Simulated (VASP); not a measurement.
# K: single point with LDA

Crystal: K.

```
K
1.0
    -2.52419    2.52419    2.52419
     2.52419   -2.52419    2.52419
     2.52419    2.52419   -2.52419
K
1
Direct
  0.00000 0.00000 0.00000
```

```
Program                : VASP 6.6.1
Task                   : single point
Functional             : LDA
Potentials or basis    : VASP PAW LDA potentials, release 64 (K_sv)
Cutoff                 : 520 eV
k mesh                 : 9 × 9 × 9
Occupations            : gaussian, width 1 eV
Spin                   : no spin polarisation
Dipole correction      : no
Further INCAR settings : ALGO = Normal; EDIFF = 1e-07; NBANDS = 10
```

```
Pressure               : 0.1 GPa
Band gap on the k mesh : zero (an odd number of electrons rules out a gap without spin polarisation)
```

Levels at points of the mesh, in eV from the Fermi level:
| k point | band 1 | band 2 | band 3 | band 4 | band 5 | band 6 | band 7 | band 8 | band 9 |
| --- | --- | --- | --- | --- | --- | --- | --- | --- | --- |
| (0.00, 0.00, 0.00) | -31.64 | -15.31 | -15.31 | -15.31 | -2.27 | 4.38 | 4.38 | 4.38 | 5.40 |

It took 25 s on 1 thread of Intel Xeon 8259CL, on a shared host, peak memory 0.17 GiB.

Caveat: so wide a smearing shifts energies and pressures.
